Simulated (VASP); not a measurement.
# Zn3Sb (I4/mmm) in VASP: single point with PBE+D3(BJ)

Aim: the single point of Zn3Sb with PBE+D3(BJ).

Everything below comes from runs of VASP 6.6.1. Logs are shortened: lines on timing, memory, paths and dates and some standing lists are left out, and cuts for length are marked.

## (1) The cell of the first run

Symmetry: I4/mmm, No. 139, tetragonal system. Conventional cell: a = 4.145 Å, b = 4.145 Å, c = 8.541 Å, α = 90.00°, β = 90.00°, γ = 90.00°. Zn (site symmetry -4m2) has 8 Zn at 2.93 to 2.98 Å and 4 Sb at 2.98 Å within 3.9 Å. Within 3.9 Å of Zn (site symmetry 4/mmm) lie 4 Sb at 2.93 Å and 8 Zn at 2.98 Å. Sb (site symmetry 4/mmm) has 12 Zn at 2.93 to 2.98 Å within 3.9 Å.

## (2) Single point, PBE+D3(BJ)

The input, INCAR:

```
PREC = Accurate ; ENCUT = 520
EDIFF = 1E-7 ; ISMEAR = 1
SIGMA = 0.1 ; LREAL = False
LASPH = True ; NELM = 60
ALGO = Normal ; ISIF = 2
LWAVE = False ; LCHARG = False
GGA = PE ; IVDW = 12
NBANDS = 28
```

The input, KPOINTS:

```
Automatic mesh
0
Gamma
  6 6 6
  0.5 0.5 0.5
```

The input, POSCAR:

```
Zn3Sb
1.0
    5.1796252413     -0.0000003516     -0.0000004264
    1.8626129266      4.8331346687     -0.0000004264
   -3.5211188427     -2.4165669930      2.9309458720
Zn Sb
3 1
Direct
    0.7500000000      0.2500000000      0.5000000000
    0.2500000000      0.7500000000      0.5000000000
    0.5000000000      0.5000000000      0.0000000000
    0.0000000000      0.0000000000      0.0000000000
```

Potentials or basis: VASP PAW PBE potentials, release 64 (Zn, Sb).

Launch:

```console
cat potpaw_PBE.64/Zn/POTCAR potpaw_PBE.64/Sb/POTCAR > POTCAR
mpirun -np 1 vasp_std > vasp.out
```

OUTCAR:

```text
PREC = Accurate
   ENCUT = 520
   EDIFF = 1E-7
   ISMEAR = 1
   LREAL = False
   LASPH = True
   NELM = 60
   ISIF = 2
   GGA = PE
   IVDW = 12
 IVDW          = 12

 ion  position               nearest neighbor table
   1  0.750  0.250  0.500-   2 2.93   2 2.93   2 2.93   2 2.93   4 2.98   3 2.98   4 2.98   3 2.98
                             4 2.98   3 2.98   4 2.98   3 2.98
   2  0.250  0.750  0.500-   1 2.93   1 2.93   1 2.93   1 2.93   3 2.98   4 2.98   3 2.98   4 2.98
                             3 2.98   4 2.98   4 2.98   3 2.98
   3  0.500  0.500  0.000-   4 2.93   4 2.93   4 2.93   4 2.93   1 2.98   2 2.98   1 2.98   2 2.98
                             1 2.98   2 2.98   2 2.98   1 2.98
   4  0.000  0.000  0.000-   3 2.93   3 2.93   3 2.93   3 2.93   2 2.98   1 2.98   2 2.98   1 2.98
                             2 2.98   1 2.98   2 2.98   1 2.98

  LATTYP: Found a body centered tetragonal cell.
 ALAT       =     4.1449827997
 C/A-ratio  =     2.0606146289

  Lattice vectors:

 A1 = (   5.1796252413,  -0.0000003516,  -0.0000004264)
 A2 = (   1.8626129266,   4.8331346687,  -0.0000004264)
 A3 = (  -3.5211188427,  -2.4165669930,   2.9309458720)

Analysis of symmetry for initial positions (statically):
=====================================================================
 Subroutine PRICEL returns:
 Original cell was already a primitive cell.

 Routine SETGRP: Setting up the symmetry group for a
 body centered tetragonal supercell.

 Subroutine GETGRP returns: Found 16 space group operations
 (whereof 16 operations were pure point group operations)
 out of a pool of 16 trial point group operations.

The static configuration has the point symmetry D_4h.

Analysis of symmetry for dynamics (positions and initial velocities):
=====================================================================
 Subroutine PRICEL returns:
 Original cell was already a primitive cell.

 Routine SETGRP: Setting up the symmetry group for a
 body centered tetragonal supercell.

 Subroutine GETGRP returns: Found 16 space group operations
 (whereof 16 operations were pure point group operations)
 out of a pool of 16 trial point group operations.

The dynamic configuration has the point symmetry D_4h.

 Subroutine INISYM returns: Found 16 space group operations
 (whereof 16 operations are pure point group operations),
 and found     1 'primitive' translations

----------------------------------------------------------------------------------------

                                     Primitive cell

  volume of cell :      73.3728

  direct lattice vectors                    reciprocal lattice vectors
     5.179625241 -0.000000352 -0.000000426     0.193064170 -0.074403833  0.170593406
     1.862612927  4.833134669 -0.000000426     0.000000028  0.206905060  0.170593406
    -3.521118843 -2.416566993  2.930945872     0.000000028  0.000000019  0.341186835

  length of vectors
     5.179625241  5.179625241  5.179625241     0.268163782  0.268163782  0.341186835

  position of ions in fractional coordinates (direct lattice)
     0.750000000  0.250000000  0.500000000
     0.250000000  0.750000000  0.500000000
     0.500000000  0.500000000  1.000000000
     0.000000000  0.000000000  0.000000000

  ion indices of the primitive-cell ions
   primitive index   ion index
                 1           1
                 2           2
                 3           3
                 4           4

----------------------------------------------------------------------------------------

 KPOINTS: Automatic mesh

Automatic generation of k-mesh.
 Grid dimensions read from file:
 generate k-points for:    6    6    6

 Generating k-lattice:

  Cartesian coordinates                     Fractional coordinates (reciprocal lattice)
     0.032177362 -0.012400639  0.028432234     0.166666667 -0.000000000 -0.000000000
     0.000000005  0.034484177  0.028432234     0.000000000  0.166666667  0.000000000
     0.000000005  0.000000003  0.056864472     0.000000000 -0.000000000  0.166666667

  Length of vectors
     0.044693964  0.044693964  0.056864472

  Shift w.r.t. Gamma in fractional coordinates (k-lattice)
     0.500000000  0.500000000  0.500000000

 Subroutine IBZKPT returns following result:
 ===========================================

 Found     28 irreducible k-points:

 Following reciprocal coordinates:
            Coordinates               Weight
  0.083333  0.083333  0.083333      8.000000
  0.250000  0.083333  0.083333     16.000000
  0.416667  0.083333  0.083333      8.000000
 -0.083333  0.083333  0.083333      4.000000
  0.250000  0.250000  0.083333      8.000000
  0.416667  0.250000  0.083333     16.000000
[... 16 lines left out ...]
 -0.250000  0.416667  0.250000      8.000000
 -0.416667 -0.416667  0.250000      8.000000
 [... further k-points ...]
   k-points           NKPTS =     28   k-points in BZ     NKDIM =     28   number of bands    NBANDS=     28
   number of dos      NEDOS =    301   number of ions     NIONS =      4
   total plane-waves  NPLWV =  64000
   dimension x,y,z NGX =    40 NGY =   40 NGZ =   40
   dimension x,y,z NGXF=    80 NGYF=   80 NGZF=   80
   ions per type =               3   1
   NGX,Y,Z   is equivalent  to a cutoff of  12.84, 12.84, 12.84 a.u.
   NGXF,Y,Z  is equivalent  to a cutoff of  25.68, 25.68, 25.68 a.u.
 SYSTEM =  unknown system
   PREC   = accura    normal or accurate (medium, high low for compatibility)
   ISTART =      0    job   : 0-new  1-cont  2-samecut
   ICHARG =      2    charge: 1-file 2-atom 10-const
   ISPIN  =      1    spin polarized calculation?
   LNONCOLLINEAR =      F non collinear calculations
   LSORBIT =      F    spin-orbit coupling
   LASPH  =      T    aspherical Exc in radial PAW
   ENCUT  =  520.0 eV  38.22 Ry    6.18 a.u.   9.63  9.63  9.63*2*pi/ulx,y,z
   NELM   =     60;   NELMIN=  2; NELMDL= -5     # of ELM steps
   EDIFF  = 0.1E-06   stopping-criterion for ELM
   LREAL  =      F    real-space projection
   EDIFFG = 0.1E-05   stopping-criterion for IOM
   NSW    =      0    number of steps for IOM
   IBRION =     -1    ionic relax: 0-MD 1-quasi-New 2-CG
   NFREE  =      0    steps in history (QN), initial steepest desc. (CG)
   ISIF   =      2    stress and relaxation
   ISYM   =      2    0-nonsym 1-usesym 2-fastsym
   POTIM  = 0.5000    time-step for ionic-motion
   TEBEG  =    0.0;   TEEND  =   0.0 temperature during run
   PSTRESS=    0.0 pullay stress
   NELECT =      41.0000    total number of electrons
   NUPDOWN=      -1.0000    fix difference up-down
   EMIN   =  10.00;   EMAX   =-10.00  energy-range for DOS
   EFERMI =   0.00;   METHOD = LEGACY
   ISMEAR =     1;   SIGMA  =   0.10  broadening in eV -4-tet -1-fermi 0-gaus
   EFERMI_NEDOS =   21; number of points for ismear=-14 and -15
   IALGO  =     38    algorithm
   IMIX   =      4    mixing-type and parameters
     AMIX     =   0.40;   BMIX     =  1.00
     AMIX_MAG =   1.60;   BMIX_MAG =  1.00
  volume/ion in A,a.u.               =      18.34       123.79
  Fermi-wavevector in a.u.,A,eV,Ry     =   1.348418  2.548140 24.738526  1.818230
  Thomas-Fermi vector in A             =   2.476088
   LORBIT       =      0    0 simple, 1 ext, 2 COOP (PROOUT), +10 PAW based schemes
   GGA     = PE    functional components
   LHFCALC =     F    Hartree Fock is set to
   AEXX    =    0.0000 exact exchange contribution
   IVDW    =    12    specifies the selected vdW correction
   LEPSILON=     F    determine dielectric tensor
   LRPA    =     F    only Hartree local field effects (RPA)
 non-spin polarized calculation
 Methfessel and Paxton  Order N= 1 SIGMA  =   0.10
  energy-cutoff  :      520.00
  volume of cell :       73.37
 maximum number of plane-waves:      2012
   NGX = 19   NGY = 19   NGZ = 19

 number of electron      41.0000001 magnetization

 Free energy of the ion-electron system (eV)
  ---------------------------------------------------
  ext. energy  EPLUGINS =         0.00000000
  ---------------------------------------------------
  free energy    TOTEN  =        -6.76859754 eV

  energy without entropy =       -6.77003967  energy(sigma->0) =       -6.76907825

 E-fermi :   4.9844     XC(G=0): -11.0037

 val. band max:        4.9142750745   @ k =  -0.2500   0.2500   0.0833
 cond. band min:       5.0336516018   @ k =  -0.0833   0.2500   0.0833
 fundamental gap:      0.1193765273
 Fermi energy:         4.9843523590

 k-point     1 :       0.0833    0.0833    0.0833
  band No.  band energies     occupation
      1      -6.3637      2.00000
      2      -2.7332      2.00000
      3      -2.6298      2.00000
      4      -2.5624      2.00000
      5      -2.5128      2.00000
      6      -2.4626      2.00000
[... 20 lines left out ...]
     27      10.4099      0.00000
     28      11.9743      0.00000

 k-point     2 :       0.2500    0.0833    0.0833
  band No.  band energies     occupation
      1      -5.7221      2.00000
      2      -2.7991      2.00000
      3      -2.5748      2.00000
      4      -2.5102      2.00000
      5      -2.5002      2.00000
      6      -2.4437      2.00000
[... 20 lines left out ...]
     27      11.4611      0.00000
     28      12.2654      0.00000

 k-point     3 :       0.4167    0.0833    0.0833
  band No.  band energies     occupation
      1      -5.2492      2.00000
      2      -2.8475      2.00000
      3      -2.5769      2.00000
      4      -2.5369      2.00000
      5      -2.4935      2.00000
      6      -2.4905      2.00000
[... 20 lines left out ...]
     27      10.9645      0.00000
     28      13.6300      0.00000

 k-point     4 :      -0.0833    0.0833    0.0833
  band No.  band energies     occupation
      1      -6.6109      2.00000
      2      -2.6651      2.00000
      3      -2.6367      2.00000
      4      -2.6072      2.00000
      5      -2.5455      2.00000
      6      -2.4841      2.00000
[... 578 lines left out ...]
     27      11.3327      0.00000
     28      12.2200      0.00000

 k-point    23 :      -0.2500    0.4167    0.2500
  band No.  band energies     occupation
      1      -5.4293      2.00000
      2      -2.7681      2.00000
      3      -2.6658      2.00000
      4      -2.5779      2.00000
      5      -2.5540      2.00000
      6      -2.4848      2.00000
[... 20 lines left out ...]
     27      10.8647      0.00000
     28      11.4862      0.00000

 k-point    24 :      -0.4167   -0.4167    0.2500
  band No.  band energies     occupation
      1      -5.6569      2.00000
      2      -2.8893      2.00000
      3      -2.6136      2.00000
      4      -2.5714      2.00000
      5      -2.5561      2.00000
      6      -2.5484      2.00000
[... 20 lines left out ...]
     27      11.0603      0.00000
     28      12.2269      0.00000

 [... further k-points ...]

------------------------ aborting loop because EDIFF is reached ----------------------------------------

 Edisp (eV)   -1.70138

 E8    (eV) :    -0.7383

  FORCE on cell =-STRESS in cart. coord.  units (eV):
  Direction    XX          YY          ZZ          XY          YZ          ZX
  --------------------------------------------------------------------------------------
  -------------------------------------------------------------------------------------
  Total      -0.20385    -0.34274    -0.46642     0.18020    -0.00000    -0.00000
  in kB      -4.45129    -7.48418   -10.18472     3.93490    -0.00000    -0.00000
  external pressure =       -7.37 kB  Pullay stress =        0.00 kB

 VOLUME and BASIS-vectors are now :
 -----------------------------------------------------------------------------
  energy-cutoff  :      520.00
  volume of cell :       73.37
      direct lattice vectors                 reciprocal lattice vectors
     5.179625241 -0.000000352 -0.000000426     0.193064170 -0.074403833  0.170593406
     1.862612927  4.833134669 -0.000000426     0.000000028  0.206905060  0.170593406
    -3.521118843 -2.416566993  2.930945872     0.000000028  0.000000019  0.341186835

 POSITION                                       TOTAL-FORCE (eV/Angst)
 -----------------------------------------------------------------------------------
      2.58981     -0.00000      1.46547        -0.000000     -0.000000      0.000000
      0.93131      2.41657      1.46547         0.000000     -0.000000     -0.000000
      3.52112      2.41657     -0.00000        -0.000000      0.000000      0.000000
      0.00000      0.00000      0.00000        -0.000000      0.000000      0.000000
 -----------------------------------------------------------------------------------
    total drift:                                0.000000      0.000000     -0.000000

  FREE ENERGIE OF THE ION-ELECTRON SYSTEM (eV)
  ---------------------------------------------------
  free  energy   TOTEN  =        -8.4699750647 eV

  energy  without entropy=       -8.4714171916  energy(sigma->0) =       -8.47045577
```

Run time: 87 s. Hardware: 1 thread of AMD EPYC 7R43 (Zen 3), shared host; peak memory 0.23 GiB.

What came out:

- Free energy: -8.4700 eV
- Pressure: -0.7 GPa
- Dispersion energy per atom: -0.425 eV

Levels at points of the mesh, in eV from the Fermi level:
| k point | band 17 | band 18 | band 19 | band 20 | band 21 | band 22 | band 23 | band 24 |
| --- | --- | --- | --- | --- | --- | --- | --- | --- |
| (0.08, 0.08, 0.08) | -4.18 | -2.74 | -2.58 | -1.06 | -0.53 | 0.50 | 1.90 | 3.08 |

Caveat: spin-orbit coupling is left out, which moves the levels of the heavy elements; pairwise dispersion overbinds metals, which lowers pressure and volume.
